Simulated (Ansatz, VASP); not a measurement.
## GaN: VASP beside Ansatz

File INCAR:

```
SYSTEM = GaN
PREC     = Accurate       ! precision mode
ENCUT    = 520            ! plane-wave cutoff, eV
EDIFF    = 1E-6           ! SCF threshold, eV
ISMEAR   = 0              ! smearing method
SIGMA    = 0.01           ! smearing width, eV
LREAL    = .False.        ! projectors in reciprocal space
LASPH    = .True.         ! aspherical terms in the spheres
NELM     = 60             ! most SCF steps
ALGO     = Normal         ! electronic algorithm
ISIF     = 2              ! what is computed and relaxed
LWAVE    = .False.        ! write WAVECAR
LCHARG   = .False.        ! write CHGCAR
NBANDS   = 26             ! bands
```

The input KPOINTS:

```
Automatic mesh
0
Gamma
  8 8 4
  0 0 0
```

File POSCAR:

```
GaN
1.0
    3.1622520369      0.0000000000      0.0000000000
   -1.5811260184      2.7385905971      0.0000000000
    0.0000000000      0.0000000000      5.1550860067
Ga N
2 2
Direct
    0.3333333333      0.6666666667     -0.0007252486
    0.6666666667      0.3333333333      0.4992747514
    0.3333333333      0.6666666667      0.3757252486
    0.6666666667      0.3333333333      0.8757252486
```

Input for Ansatz:

```yaml
crystal:
  lattice:
    - [3.16225203689, 0.0, 0.0]
    - [-1.58112601844, 2.73859059712, 0.0]
    - [0.0, 0.0, 5.1550860067]
  atoms:
    - { symbol: Ga, position: [0.333333333333, 0.666666666667, -0.000725248583] }
    - { symbol: Ga, position: [0.666666666667, 0.333333333333, 0.499274751417] }
    - { symbol: "N", position: [0.333333333333, 0.666666666667, 0.375725248583] }
    - { symbol: "N", position: [0.666666666667, 0.333333333333, 0.875725248583] }
kpoints:
  mp_grid: { grid: [8, 8, 4] }
scf:
  occupations: { method: fixed }
  convergence: { dr2_threshold: 1.0e-10 }
hamiltonian:
  xc: lda
  pseudopotentials: { kind: all_electron, lapw: { basis_error: 0.0005 } }
output:
  forces: true
  stress: true
  eigenstates:
    kpoints:
      - [0.0, 0.0, 0.0]
      - [0.0, 0.0, -0.5]
      - [-0.5, 0.0, 0.0]
      - [-0.5, 0.5, 0.0]
      - [0.0, -0.5, 0.0]
      - [-0.5, 0.0, -0.5]
      - [-0.5, 0.5, -0.5]
      - [0.0, -0.5, -0.5]
  eigenvalues: true
```

Alike in both runs: task single point; functional LDA; k mesh 8 × 8 × 4; no spin polarisation.

|  | VASP | Ansatz |
| --- | --- | --- |
| version | VASP 6.6.1 | Ansatz 0.2.0 |
| potentials or method | VASP PAW LDA potentials, release 64 (Ga_d, N), cutoff 520 eV | all-electron LAPW, scalar-relativistic |
| occupations | gaussian, width 0.01 eV | fixed |

|  | VASP | Ansatz | Ansatz less VASP |
| --- | --- | --- | --- |
| gap on the k mesh at the Fermi level (eV) | 2.08 | 2.07 | -0.010 |
| pressure (GPa) | -0.9 | -1.8 | -0.84 |

LDA's correlation is that of Perdew and Zunger in VASP and of Perdew and Wang (1992) in Ansatz. Ansatz ran all-electron here, and VASP with PAW potentials.
